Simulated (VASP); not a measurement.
A run of VASP 6.6.1 is set up as follows.

INCAR

```
SYSTEM = LaZn
ALGO = Normal
EDIFF = 1E-6
ENCUT = 520
ISIF = 2
ISMEAR = -1
LASPH = .TRUE.
LCHARG = .FALSE.
LREAL = .FALSE.
LWAVE = .FALSE.
NBANDS = 18
NELM = 60
PREC = Accurate
SIGMA = 0.1
```

File KPOINTS:

```
k-points
0
G
  8 8 8
  0 0 0
```

The input POSCAR:

```
LaZn
1.0
    3.7993477643      0.0000000000      0.0000000000
    0.0000000000      3.7993477643      0.0000000000
    0.0000000000      0.0000000000      3.7993477643
La Zn
1 1
Direct
    0.5000000000      0.5000000000      0.5000000000
    0.0000000000      0.0000000000      0.0000000000
```

Potentials or basis: VASP PAW LDA potentials, release 64 (La, Zn).

Launch:

```sh
$ cat potpaw_LDA.64/La/POTCAR potpaw_LDA.64/Zn/POTCAR > POTCAR
$ mpirun -np 1 vasp_std > vasp.out
```

(1) Predict the pressure.

Answers

(1) -5.4 GPa.
